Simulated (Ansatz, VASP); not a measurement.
**One calculation of WS2, two programs**

INCAR

```
SYSTEM = WS2
PREC     = Accurate       ! precision mode
ENCUT    = 520            ! plane-wave cutoff, eV
EDIFF    = 1E-7           ! SCF threshold, eV
ISMEAR   = 0              ! smearing method
SIGMA    = 0.02           ! smearing width, eV
LREAL    = .False.        ! projectors in reciprocal space
LASPH    = .True.         ! aspherical terms in the spheres
NELM     = 80             ! most SCF steps
ALGO     = Normal         ! electronic algorithm
ISIF     = 2              ! what is computed and relaxed
LWAVE    = .False.        ! write WAVECAR
LCHARG   = .True.         ! write CHGCAR
LDIPOL   = .True.       
IDIPOL   = 3            
DIPOL    = 0.5 0.5 0.500
GGA      = PE             ! functional
IVDW     = 12             ! dispersion correction
LELF     = .True.         ! ELF
LVHAR    = .True.       
LVACPOTAV= .True.       
NBANDS   = 20             ! bands
```

File KPOINTS:

```
regular mesh
0
Gamma
  12 12 1
  0 0 0
```

Contents of POSCAR:

```
WS2
1.0
    3.2860000000      0.0000000000      0.0000000000
   -1.6430000000      2.8457594768      0.0000000000
    0.0000000000      0.0000000000     32.2910878415
S W
2 1
Direct
    0.3333333333      0.6666666667      0.4537394868
    0.3333333333      0.6666666667      0.5462727583
    0.6666666667      0.3333333333      0.5000061203
```

Input for Ansatz:

```yaml
crystal:
  lattice:
    - [3.286, 0.0, 0.0]
    - [-1.643, 2.8457594768, 0.0]
    - [0.0, 0.0, 32.2910878415]
  atoms:
    - { symbol: S, position: [0.3333333333, 0.6666666667, 0.4537394868] }
    - { symbol: W, position: [0.6666666667, 0.3333333333, 0.5000061203] }
    - { symbol: S, position: [0.3333333333, 0.6666666667, 0.5462727583] }
  periodic: [true, true, false]
basis:
  ecutwfc: 420
kpoints:
  mp_grid: { grid: [12, 12, 1] }
hamiltonian:
  xc: pbe
  pseudopotentials: { kind: paw, azcp: { folder: soft_1 } }
  dispersion: d3bj
scf:
  occupations: { method: gaussian, width: 0.02 }
output:
  forces: true
  stress: true
  eigenvalues: true
```

Alike in both runs: task single point; functional PBE; dispersion D3(BJ); k mesh 12 × 12 × 1; occupations gaussian, width 0.02 eV; no spin polarisation.

```csv
,VASP,Ansatz
version,VASP 6.6.1,Ansatz 0.2.0
potentials or method,"VASP PAW PBE potentials, release 64 (S, W_sv), cutoff 520 eV","scalar-relativistic, plane waves, PAW"
valence electrons in the cell,26,26
```

Ansatz gave:

| Quantity | Value |
| --- | --- |
| gap on the k mesh at the Fermi level (eV) | 0.79 |
| least direct gap on the mesh (eV) | 1.36 |
| rms of the force components (eV/Å) | 0.376 |

Which values does VASP return?

gap on the k mesh at the Fermi level (eV): 0.80; least direct gap on the mesh (eV): 1.36; rms of the force components (eV/Å): 0.376.

Spin-orbit coupling is off throughout.
